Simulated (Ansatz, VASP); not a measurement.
## One calculation of GaP, two programs

POSCAR

```
GaP
1.0
    0.0000000000      2.8070075000      2.7252500000
    2.7252500000      0.0000000000      2.7252500000
    2.7252500000      2.8070075000      0.0000000000
Ga P
1 1
Direct
    0.0000000000      0.0000000000      0.0000000000
    0.7500000000      0.7500000000      0.7500000000
```

INCAR.step1

```
PREC = Accurate
ENCUT = 520
ISMEAR = 0
SIGMA = 0.05
LREAL = False
LASPH = True
NELM = 80
NBANDS = 16
GGA = PE
ALGO = Normal
EDIFF = 1E-4
LWAVE = True
LCHARG = False
```

The input INCAR.step2:

```
PREC = Accurate
ENCUT = 520
EDIFF = 1E-6
ISMEAR = 0
SIGMA = 0.05
LREAL = False
LASPH = True
NELM = 80
ALGO = Normal
ISIF = 2
LWAVE = False
LCHARG = False
METAGGA = R2SCAN
LMIXTAU = True
NBANDS = 16
ISTART = 1
```

File KPOINTS:

```
Automatic mesh
0
Gamma
  8 8 8
```

Input for Ansatz:

```yaml
crystal:
  lattice:
    - [0.0, 2.8070075, 2.72525]
    - [2.72525, 0.0, 2.72525]
    - [2.72525, 2.8070075, 0.0]
  atoms:
    - { symbol: Ga, position: [0.0, 0.0, 0.0] }
    - { symbol: P, position: [0.75, 0.75, 0.75] }
basis:
  ecutwfc: 500
kpoints:
  mp_grid: { grid: [8, 8, 8] }
hamiltonian:
  xc: r2scan
scf:
  occupations: { method: gaussian, width: 0.05 }
output:
  forces: true
  stress: true
  eigenvalues: true
```

Change from the starting cell: strain +0.0300 x Voigt [0, 1, 0, 0, 0, 0], atoms carried along.

Alike in both runs: task single point; functional r2SCAN; k mesh 8 × 8 × 8; occupations gaussian, width 0.05 eV; no spin polarisation.

```csv
,VASP,Ansatz
version,VASP 6.6.1,Ansatz 0.2.0
potentials or method,"VASP PAW PBE potentials, release 64 (Ga_d, P), cutoff 520 eV","scalar-relativistic, plane waves, PAW"
valence electrons in the cell,18,18
```

```tsv
	VASP	Ansatz	Ansatz less VASP
gap on the k mesh at the Fermi level (eV)	1.79	1.79	-0.008
least direct gap on the mesh (eV)	2.02	2.04	+0.020
pressure (GPa)	-2.5	-2.4	+0.10
traceless stress, the component that is largest in VASP (GPa)	-1.69	-1.68	+0.010
```

VASP's potentials were made for PBE, not for r2SCAN.
